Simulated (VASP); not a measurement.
Crystal: SiPbS3.

```
Si Pb S
1.0
     4.52119    0.00000    0.00000
     0.00000    4.52119    0.00000
     0.00000    0.00000    4.57784
Si Pb S
1 1 3
Direct
  0.00000 0.00000 0.00000
  0.50000 0.50000 0.51500
  0.50000 0.50000 0.97500
  0.00000 0.50000 0.48500
  0.50000 0.00000 0.48500
```

```yaml
Program: VASP 6.6.1
Task: relaxation of cell and atoms
Functional: PBE
Potentials_or_basis: VASP PAW PBE potentials, release 64 (Si, Pb_d, S)
Cutoff: 600 eV
k_mesh: 4 × 4 × 4
Occupations: gaussian, width 0.1 eV
Spin: no spin polarisation
```

At the start: pressure 39.8 GPa; volume 18.72 Å³/atom.

**Question.** Where does the relaxation end?

**Answer.** Over 62 steps the energy falls by 1357.3 meV/atom and the volume is 28.49 Å³/atom (+52.2 %); space group P4mm (No. 99, to 0.1 Å) before and after.

Step by step:
```tsv
step	energy change (eV)	largest force (eV/Å)	pressure (GPa)	volume (Å³)
1	0.0000	7.1274	39.77	93.58
3	-3.7056	2.6564	3.50	129.12
5	-3.7058	2.7233	2.69	131.42
7	-3.9642	0.6444	-1.58	140.92
9	-4.1057	1.0046	0.66	133.09
11	-4.4719	1.9145	2.85	128.23
13	-4.6911	3.5055	5.61	124.22
15	-4.7131	4.0799	6.50	123.20
17	-4.7944	4.3431	7.04	122.59
19	-4.8881	5.6039	9.73	120.17
21	-5.4411	3.4771	8.44	121.45
23	-5.9895	1.1606	5.35	127.10
25	-6.0833	1.4113	4.61	128.34
27	-6.1404	1.3856	3.41	129.78
29	-6.3948	0.4963	-0.20	137.98
31	-6.4182	0.3511	-1.42	141.94
33	-6.5307	0.2956	0.03	137.63
35	-6.5446	0.3441	0.21	137.11
37	-6.6060	0.5913	-1.77	142.53
39	-6.6189	0.5126	-2.15	143.95
41	-6.6293	0.4657	-2.16	144.09
43	-6.6531	0.7469	-1.96	144.65
45	-6.7000	0.6492	-1.20	141.84
47	-6.7343	0.4380	0.45	136.85
49	-6.7492	0.2120	0.24	137.86
51	-6.7524	0.3517	0.10	138.62
53	-6.7692	0.1725	-0.11	140.39
55	-6.7703	0.1642	-0.16	140.90
57	-6.7727	0.1676	-0.06	140.79
59	-6.7795	0.1400	0.12	140.79
61	-6.7851	0.1196	-0.20	142.28
62	-6.7865	0.0251	-0.17	142.43
```

Final structure:
```cif
data_structure
_symmetry_space_group_name_H-M 'P 1'
_symmetry_Int_Tables_number 1
_cell_length_a 4.7761
_cell_length_b 4.7761
_cell_length_c 6.2437
_cell_angle_alpha 90.000
_cell_angle_beta 90.000
_cell_angle_gamma 90.000
_cell_volume 142.43
loop_
_atom_site_label
_atom_site_type_symbol
_atom_site_fract_x
_atom_site_fract_y
_atom_site_fract_z
_atom_site_occupancy
Si1 Si 0.00000 0.00000 0.39255 1
Pb1 Pb 0.50000 0.50000 0.53772 1
S1 S 0.50000 0.50000 0.92039 1
S2 S 0.00000 0.50000 0.30467 1
S3 S 0.50000 0.00000 0.30467 1
```

Caveat: the volume moved by over 15 % at a fixed basis, so the end points are rough.
